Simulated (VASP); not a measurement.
# FeSi2 (P4/mmm) in VASP: further runs, part 2 of 2

VASP 6.6.1. The steps go on from the part before.

## (3) Single point, r2SCAN, collinear spin, ferromagnetic start

This run uses another cell than the first one, of 9.43 Å³/atom.

Contents of POSCAR:

```
FeSi2
1.0
    2.4277058522      0.0000000000      0.0000000000
    0.0000000000      2.4277058522      0.0000000000
    0.0000000000      0.0000000000      4.7980359032
Fe Si
1 2
Direct
    0.0000000000      0.0000000000      0.0000000000
    0.5000000000      0.5000000000      0.2785449103
    0.5000000000      0.5000000000      0.7214550897
```

Contents of INCAR.step1:

```
PREC     = Accurate       # precision mode
ENCUT    = 520            # plane-wave cutoff, eV
ISMEAR   = 0              # smearing method
SIGMA    = 0.1            # smearing width, eV
LREAL    = False          # projectors in reciprocal space
LASPH    = True           # aspherical terms in the spheres
NELM     = 150            # most SCF steps
ISPIN    = 2              # spin polarisation
MAGMOM   = 0.18 0 0       # initial moments
LMAXMIX  = 4              # l up to which the mixer works
NBANDS   = 19             # bands
GGA      = PE             # functional
ALGO     = Normal         # electronic algorithm
EDIFF    = 1E-4           # SCF threshold, eV
LWAVE    = True           # write WAVECAR
LCHARG   = False          # write CHGCAR
```

Contents of INCAR.step2:

```
PREC     = Accurate       # precision mode
ENCUT    = 520            # plane-wave cutoff, eV
EDIFF    = 1E-7           # SCF threshold, eV
ISMEAR   = 0              # smearing method
SIGMA    = 0.1            # smearing width, eV
LREAL    = False          # projectors in reciprocal space
LASPH    = True           # aspherical terms in the spheres
NELM     = 150            # most SCF steps
ALGO     = Normal         # electronic algorithm
ISIF     = 2              # what is computed and relaxed
LWAVE    = False          # write WAVECAR
LCHARG   = False          # write CHGCAR
ISPIN    = 2              # spin polarisation
MAGMOM   = 0.18 0 0       # initial moments
LORBIT   = 11             # projections on sites
LMAXMIX  = 4              # l up to which the mixer works
METAGGA  = R2SCAN         # meta-GGA
LMIXTAU  = True         
NBANDS   = 19             # bands
ISTART   = 1
```

Contents of KPOINTS:

```
Automatic mesh
0
Gamma
  18 18 10
```

Potentials or basis: VASP PAW PBE potentials, release 64 (Fe, Si).

Run with:

```bash
$ cat potpaw_PBE.64/Fe/POTCAR potpaw_PBE.64/Si/POTCAR > POTCAR
$ cp INCAR.step1 INCAR
$ mpirun -np 1 vasp_std > vasp.out
$ cp INCAR.step2 INCAR
$ mpirun -np 1 vasp_std > vasp.out
```

OUTCAR:

```text
PREC = Accurate
   ENCUT = 520
   EDIFF = 1E-7
   ISMEAR = 0
   LREAL = False
   LASPH = True
   NELM = 150
   ISIF = 2
   ISPIN = 2
   LORBIT = 11
   METAGGA = R2SCAN
   ISTART = 1

 ion  position               nearest neighbor table
   1  0.000  0.000  0.000-   2 2.18   3 2.18   2 2.18   3 2.18   2 2.18   3 2.18   2 2.18   3 2.18

   2  0.500  0.500  0.279-   3 2.13   1 2.18   1 2.18   1 2.18   1 2.18   3 2.67
   3  0.500  0.500  0.721-   2 2.13   1 2.18   1 2.18   1 2.18   1 2.18   2 2.67

  LATTYP: Found a simple tetragonal cell.
 ALAT       =     2.4277058522
 C/A-ratio  =     1.9763662467

  Lattice vectors:

 A1 = (   2.4277058522,   0.0000000000,   0.0000000000)
 A2 = (   0.0000000000,   2.4277058522,   0.0000000000)
 A3 = (   0.0000000000,   0.0000000000,   4.7980359032)

Analysis of symmetry for initial positions (statically):
=====================================================================
 Subroutine PRICEL returns:
 Original cell was already a primitive cell.

 Routine SETGRP: Setting up the symmetry group for a
 simple tetragonal supercell.

 Subroutine GETGRP returns: Found 16 space group operations
 (whereof 16 operations were pure point group operations)
 out of a pool of 16 trial point group operations.

The static configuration has the point symmetry D_4h.

Analysis of symmetry for dynamics (positions and initial velocities):
=====================================================================
 Subroutine PRICEL returns:
 Original cell was already a primitive cell.

 Routine SETGRP: Setting up the symmetry group for a
 simple tetragonal supercell.

 Subroutine GETGRP returns: Found 16 space group operations
 (whereof 16 operations were pure point group operations)
 out of a pool of 16 trial point group operations.

The dynamic configuration has the point symmetry D_4h.

Analysis of structural, dynamic, and magnetic symmetry:
=====================================================================
 Subroutine PRICEL returns:
 Original cell was already a primitive cell.

 Routine SETGRP: Setting up the symmetry group for a
 simple tetragonal supercell.

 Subroutine GETGRP returns: Found 16 space group operations
 (whereof 16 operations were pure point group operations)
 out of a pool of 16 trial point group operations.

The overall configuration has the point symmetry D_4h.

 Subroutine INISYM returns: Found 16 space group operations
 (whereof 16 operations are pure point group operations),
 and found     1 'primitive' translations

----------------------------------------------------------------------------------------

                                     Primitive cell

  volume of cell :      28.2785

  direct lattice vectors                    reciprocal lattice vectors
     2.427705852  0.000000000  0.000000000     0.411911517  0.000000000  0.000000000
     0.000000000  2.427705852  0.000000000     0.000000000  0.411911517  0.000000000
     0.000000000  0.000000000  4.798035903     0.000000000  0.000000000  0.208418615

  length of vectors
     2.427705852  2.427705852  4.798035903     0.411911517  0.411911517  0.208418615

  position of ions in fractional coordinates (direct lattice)
     0.000000000  0.000000000  0.000000000
     0.500000000  0.500000000  0.278544910
     0.500000000  0.500000000  0.721455090
[... 75 lines left out ...]
   LASPH  =      T    aspherical Exc in radial PAW
   ENCUT  =  520.0 eV  38.22 Ry    6.18 a.u.   4.51  4.51  8.92*2*pi/ulx,y,z
   NELM   =    150;   NELMIN=  2; NELMDL=  0     # of ELM steps
   EDIFF  = 0.1E-06   stopping-criterion for ELM
   LREAL  =      F    real-space projection
   EDIFFG = 0.1E-05   stopping-criterion for IOM
   NSW    =      0    number of steps for IOM
   IBRION =     -1    ionic relax: 0-MD 1-quasi-New 2-CG
   NFREE  =      0    steps in history (QN), initial steepest desc. (CG)
   ISIF   =      2    stress and relaxation
   ISYM   =      2    0-nonsym 1-usesym 2-fastsym
   POTIM  = 0.5000    time-step for ionic-motion
   TEBEG  =    0.0;   TEEND  =   0.0 temperature during run
   PSTRESS=    0.0 pullay stress
   NELECT =      16.0000    total number of electrons
   NUPDOWN=      -1.0000    fix difference up-down
   EMIN   =  10.00;   EMAX   =-10.00  energy-range for DOS
   EFERMI =   0.00;   METHOD = LEGACY
   ISMEAR =     0;   SIGMA  =   0.10  broadening in eV -4-tet -1-fermi 0-gaus
   EFERMI_NEDOS =   21; number of points for ismear=-14 and -15
   IALGO  =     38    algorithm
   IMIX   =      4    mixing-type and parameters
     AMIX     =   0.40;   BMIX     =  1.00
     AMIX_MAG =   1.60;   BMIX_MAG =  1.00
  volume/ion in A,a.u.               =       9.43        63.61
  Fermi-wavevector in a.u.,A,eV,Ry     =   1.354034  2.558754 24.945037  1.833408
  Thomas-Fermi vector in A             =   2.481240
   LORBIT       =     11    0 simple, 1 ext, 2 COOP (PROOUT), +10 PAW based schemes
   METAGGA = R2SCAN    functional components
   LHFCALC =     F    Hartree Fock is set to
   AEXX    =    0.0000 exact exchange contribution
   IVDW    =     0    specifies the selected vdW correction
   LEPSILON=     F    determine dielectric tensor
   LRPA    =     F    only Hartree local field effects (RPA)
 spin polarized calculation
 Gauss-broadening in eV      SIGMA  =   0.10
  energy-cutoff  :      520.00
  volume of cell :       28.28
 maximum number of plane-waves:       784
   NGX =  9   NGY =  9   NGZ = 17

 number of electron      16.0000008 magnetization      -0.0000003

 number of electron      16.0000008 magnetization       0.0000004

 Free energy of the ion-electron system (eV)
  ---------------------------------------------------
  ext. energy  EPLUGINS =         0.00000000
  ---------------------------------------------------
  free energy    TOTEN  =       -30.64840000 eV

  energy without entropy =      -30.64466376  energy(sigma->0) =      -30.64653188

 E-fermi :  13.8170     XC(G=0): -14.2333

 val. band max:       13.8112908155   @ k =   0.2778   0.2778   0.1000
 cond. band min:      13.8194853413   @ k =   0.3889   0.0000   0.0000
 fundamental gap:      0.0081945258
 Fermi energy:        13.8169698524

 spin component 1

 k-point     1 :       0.0000    0.0000    0.0000
  band No.  band energies     occupation
      1      -3.2938      1.00000
      2       2.7261      1.00000
      3       3.4370      1.00000
      4       8.8687      1.00000
      5      11.0426      1.00000
      6      11.8549      1.00000
[... 517 lines left out ...]
     18      31.6146      0.00000
     19      32.4972      0.00000

 [... further k-points ...]

 spin component 2

 k-point     1 :       0.0000    0.0000    0.0000
  band No.  band energies     occupation
      1      -3.2938      1.00000
      2       2.7261      1.00000
      3       3.4370      1.00000
      4       8.8687      1.00000
      5      11.0426      1.00000
      6      11.8549      1.00000
[... 517 lines left out ...]
     18      31.6146      0.00000
     19      32.4972      0.00000

 [... further k-points ...]

------------------------ aborting loop because EDIFF is reached ----------------------------------------

  FORCE on cell =-STRESS in cart. coord.  units (eV):
  Direction    XX          YY          ZZ          XY          YZ          ZX
  --------------------------------------------------------------------------------------
  -------------------------------------------------------------------------------------
  Total       16.2267507     16.2267507     16.0654105      0.0000000      0.0000000      0.0000000
  in kB      919.3619429    919.3619429    910.2208602      0.0000000      0.0000000      0.0000000
  external PRESSURE =     916.3149153 kB  Pullay stress =       0.0000000 kB

 VOLUME and BASIS-vectors are now :
 -----------------------------------------------------------------------------
  energy-cutoff  :      520.00
  volume of cell :       28.28
      direct lattice vectors                 reciprocal lattice vectors
     2.427705852  0.000000000  0.000000000     0.411911517  0.000000000  0.000000000
     0.000000000  2.427705852  0.000000000     0.000000000  0.411911517  0.000000000
     0.000000000  0.000000000  4.798035903     0.000000000  0.000000000  0.208418615

 POSITION                                       TOTAL-FORCE (eV/Angst)
 -----------------------------------------------------------------------------------
      0.00000      0.00000      0.00000         0.000000      0.000000      0.000000
      1.21385      1.21385      1.33647         0.000000     -0.000000      0.117207
      1.21385      1.21385      3.46157        -0.000000      0.000000     -0.117207
 -----------------------------------------------------------------------------------
    total drift:                               -0.000000      0.000000      0.000000

  FREE ENERGIE OF THE ION-ELECTRON SYSTEM (eV)
  ---------------------------------------------------
  free  energy   TOTEN  =       -30.6484000029 eV

  energy  without entropy=      -30.6446637614  energy(sigma->0) =      -30.64653188

 total charge

# of ion       s       p       d       tot
------------------------------------------
    1        0.618   1.072   7.100   8.790
    2        0.752   1.117   0.000   1.869
    3        0.752   1.117   0.000   1.869
--------------------------------------------------
tot          2.123   3.306   7.100  12.529

 magnetization (x)

# of ion       s       p       d       tot
------------------------------------------
    1        0.000   0.000   0.000   0.000
    2       -0.000  -0.000   0.000  -0.000
    3       -0.000  -0.000   0.000  -0.000
--------------------------------------------------
tot          0.000   0.000   0.000   0.000
```

It took 32 min on 1 thread of AMD EPYC 7R13, shared host; peak memory 0.33 GiB.

Results:

```
Free energy                                           : -30.6484 eV
Pressure                                              : 91.6 GPa
Largest force                                         : 0.117 eV/Å
Band gap on the k mesh                                : zero (filled and empty bands overlap)
Net moment                                            : 0.00 μB per cell
Valence electrons inside the program's atomic spheres : Fe 8.79; Si 1.87
```

Forces in eV/Å, atoms in the order of the input:
```
Fe   0.000  0.000  0.000
Si   0.000  0.000  0.117
Si   0.000  0.000 -0.117
```

Stress tensor (GPa, compression positive):
```
91.94  0.00  0.00
 0.00 91.94  0.00
 0.00  0.00 91.02
```

Caveat: the cell stands under pressure; the PAW data sets were made with another functional, which shifts forces and pressure a little.
